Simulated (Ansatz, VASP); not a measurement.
# In3Se in VASP and in Ansatz

Contents of INCAR:

```
SYSTEM = In3Se
PREC = Accurate
ENCUT = 600
EDIFF = 1E-7
ISMEAR = 0
SIGMA = 0.1
LREAL = .False.
LASPH = .True.
NELM = 80
ALGO = Normal
ISIF = 3
LWAVE = .False.
LCHARG = .False.
GGA = PS
IVDW = 12
IBRION = 2
NSW = 100
EDIFFG = -0.005
```

Contents of KPOINTS:

```
regular mesh
0
Gamma
  10 10 10
  0 0 0
```

The input POSCAR:

```
In3Se
1.0
    4.5878535042      0.0000000000      0.0000000000
    0.0000000000      4.5878535042      0.0000000000
    0.0000000000      0.0000000000      4.5878535042
In Se
3 1
Direct
    0.0000000000      0.5000000000      0.5000000000
    0.5000000000      0.0000000000      0.5000000000
    0.5000000000      0.5000000000      0.0000000000
    0.0000000000      0.0000000000      0.0000000000
```

Input for Ansatz:

```yaml
crystal:
  lattice:
    - [4.5878535042, 0.0, 0.0]
    - [0.0, 4.5878535042, 0.0]
    - [0.0, 0.0, 4.5878535042]
  atoms:
    - { symbol: In, position: [0.0, 0.5, 0.5] }
    - { symbol: In, position: [0.5, 0.0, 0.5] }
    - { symbol: In, position: [0.5, 0.5, 0.0] }
    - { symbol: Se, position: [0.0, 0.0, 0.0] }
basis:
  ecutwfc: 420
kpoints:
  mp_grid: { grid: [10, 10, 10] }
hamiltonian:
  xc: pbesol
  dispersion: d3bj
scf:
  occupations: { method: gaussian, width: 0.1 }
output:
  forces: true
  stress: true
  eigenvalues: true
relax:
  adjacent_minimum: "off"
  f_tol: 0.005
  max_steps: 80
  cell: { stress_tol: 0.05 }
```

Alike in both runs: task relaxation of cell and atoms; functional PBEsol; dispersion D3(BJ); k mesh 10 × 10 × 10; occupations gaussian, width 0.1 eV; no spin polarisation.

```csv
,VASP,Ansatz
version,VASP 6.6.1,Ansatz 0.2.0
potentials or method,"VASP PAW PBE potentials, release 64 (In_d, Se), cutoff 600 eV","scalar-relativistic, plane waves, PAW"
valence electrons in the cell,45,55
```

```csv
,VASP,Ansatz,Ansatz less VASP
"gap on the k mesh at the Fermi level, each at its own relaxed structure (eV)",none,none,-
relaxed volume (Å³/atom),24.16,24.14,-0.018
relaxed cell length with the largest relative difference (Å),4.589,4.588,-0.0011
```

VASP's potentials were made for PBE, not for PBEsol. A gap of «none» marks a metal or a gap that the smearing closes. VASP's potentials hold 45 valence electrons a cell and Ansatz's 55, so a difference there can come from the potentials and not from the codes.
